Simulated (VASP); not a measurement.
Write the native input for VASP 6.6.1 that does the following.

| Quantity | Value |
| --- | --- |
| Task | electric field gradients |
| Functional | r2SCAN |
| Potentials or basis | VASP PAW PBE potentials, release 64 (Ag, Cl) |
| Cutoff | 520 eV |
| k mesh | 9 × 9 × 9 |
| Occupations | fermi-dirac, width 0.01 eV |
| Spin | no spin polarisation |
| Dipole correction | no |
| Further INCAR settings | ALGO = Normal; EDIFF = 1e-08; NBANDS = 16 |

AgCl:

```
Ag Cl
1.0
     0.00000    2.73519    2.73519
     2.73519    0.00000    2.73519
     2.73519    2.73519    0.00000
Ag Cl
1 1
Direct
  0.00000 0.00000 0.00000
  0.50000 0.50000 0.50000
```

This cell differs from its parent crystal: volume scaled by 0.96.

These files were run (other wordings do the same):

POSCAR

```
AgCl
1.0
    0.0000000000      2.7351899843      2.7351899843
    2.7351899843      0.0000000000      2.7351899843
    2.7351899843      2.7351899843      0.0000000000
Ag Cl
1 1
Direct
    0.0000000000      0.0000000000      0.0000000000
    0.5000000000      0.5000000000      0.5000000000
```

INCAR.step1

```
SYSTEM = AgCl
ALGO     = Normal         ! electronic algorithm
EDIFF    = 1E-4           ! SCF threshold, eV
ENCUT    = 520            ! plane-wave cutoff, eV
GGA      = PE             ! functional
ISMEAR   = -1             ! smearing method
LASPH    = .True.         ! aspherical terms in the spheres
LCHARG   = .False.        ! write CHGCAR
LREAL    = .False.        ! projectors in reciprocal space
LWAVE    = .True.         ! write WAVECAR
NBANDS   = 16             ! bands
NELM     = 80             ! most SCF steps
PREC     = Accurate       ! precision mode
SIGMA    = 0.01           ! smearing width, eV
```

INCAR.step2

```
SYSTEM = AgCl
ALGO     = Normal         ! electronic algorithm
EDIFF    = 1E-8           ! SCF threshold, eV
ENCUT    = 520            ! plane-wave cutoff, eV
ISIF     = 2              ! what is computed and relaxed
ISMEAR   = -1             ! smearing method
ISTART   = 1            
LASPH    = .True.         ! aspherical terms in the spheres
LCHARG   = .False.        ! write CHGCAR
LEFG     = .True.       
LMIXTAU  = .True.       
LREAL    = .False.        ! projectors in reciprocal space
LWAVE    = .False.        ! write WAVECAR
METAGGA  = R2SCAN         ! meta-GGA
NBANDS   = 16             ! bands
NELM     = 80             ! most SCF steps
PREC     = Accurate       ! precision mode
SIGMA    = 0.01           ! smearing width, eV
```

KPOINTS

```
k-points
0
Gamma
  9 9 9
  0 0 0
```

Potentials or basis: VASP PAW PBE potentials, release 64 (Ag, Cl).

The run is started by

```console
$ cat potpaw_PBE.64/Ag/POTCAR potpaw_PBE.64/Cl/POTCAR > POTCAR
$ cp INCAR.step1 INCAR
$ mpirun -np 1 vasp_std > vasp.out
$ cp INCAR.step2 INCAR
$ mpirun -np 1 vasp_std > vasp.out
```

It gave:

| Property | Result |
| --- | --- |
| Pressure | 2.2 GPa |
| Band gap on the k mesh | 1.48 eV, indirect (least direct gap 3.82 eV) |

Caveat: without QUAD_EFG the Cq values of the log hold for a quadrupole moment of 1 mb, not for the nuclei; the PAW data sets were made with another functional, which shifts forces and pressure a little.

Wall time 61 s on 1 thread of Intel(R) Xeon(R) 6975P-C (Granite Rapids), on a shared host, peak memory 0.18 GiB.
